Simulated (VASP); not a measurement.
Write the native input for VASP 6.6.1 that does the following.

```
Task                   : single point
Functional             : PBE
Potentials or basis    : VASP PAW PBE potentials, release 64 (Si, O)
Cutoff                 : 520 eV
k mesh                 : 2 × 2 × 2, shifted
Occupations            : gaussian, width 0.1 eV
Spin                   : no spin polarisation
Dipole correction      : no
Further INCAR settings : LREAL = Auto; ALGO = Normal; EDIFF = 1e-07; NBANDS = 63; ISYM = 0
```

The structure of SiO2 lies in POSCAR:

```
SiO2
1.0
    0.0000000000      3.5600000000     -3.5600000000
    7.1200000000      0.0000000000      0.0000000000
   -3.5600000000     -7.1200000000     -3.5600000000
Si O
6 12
Direct
    0.0000000000      0.5000000000      0.0000000000
    0.3333333333      0.8333333333      0.6666666667
    0.6666666667      0.1666666667      0.3333333333
    0.8333333333      0.5833333333      0.6666666667
    0.1666666667      0.9166666667      0.3333333333
    0.5000000000      0.2500000000      0.0000000000
    0.9166666667      0.5416666667      0.8333333333
    0.2500000000      0.8750000000      0.5000000000
    0.5833333333      0.2083333333      0.1666666667
    0.0833333333      0.7083333333      0.1666666667
    0.4166666667      0.0416666667      0.8333333333
    0.7500000000      0.3750000000      0.5000000000
    0.7500000000      0.3750000000      0.0000000000
    0.0833333333      0.7083333333      0.6666666667
    0.4166666667      0.0416666667      0.3333333333
    0.2500000000      0.3750000000      0.0000000000
    0.5833333333      0.7083333333      0.6666666667
    0.9166666667      0.0416666667      0.3333333333
```

The input as run:

INCAR

```
  ALGO = Normal
  EDIFF = 1E-7
  ENCUT = 520
  GGA = PE
  ISIF = 2
  ISMEAR = 0
  ISYM = 0
  LASPH = True
  LCHARG = True
  LELF = True
  LREAL = Auto
  LVHAR = True
  LWAVE = False
  NBANDS = 63
  NELM = 100
  PREC = Accurate
  SIGMA = 0.1
```

KPOINTS

```
Automatic mesh
0
Gamma
  2 2 2
  0.5 0.5 0.5
```

Potentials or basis: VASP PAW PBE potentials, release 64 (Si, O).

Run with:

```sh
$ cat potpaw_PBE.64/Si/POTCAR potpaw_PBE.64/O/POTCAR > POTCAR
$ mpirun -np 1 vasp_std > vasp.out
```

Results of the run:

The pressure is 26.9 GPa and the band gap on the k mesh is 6.48 eV.

Caveat: the k points lie up to 0.66 Å⁻¹ apart.

Wall time 4.7 min on 1 thread of Intel(R) Xeon(R) Platinum 8259CL CPU @ 2.50GHz (Skylake/Cascade Lake), on a shared host, peak memory 0.39 GiB.
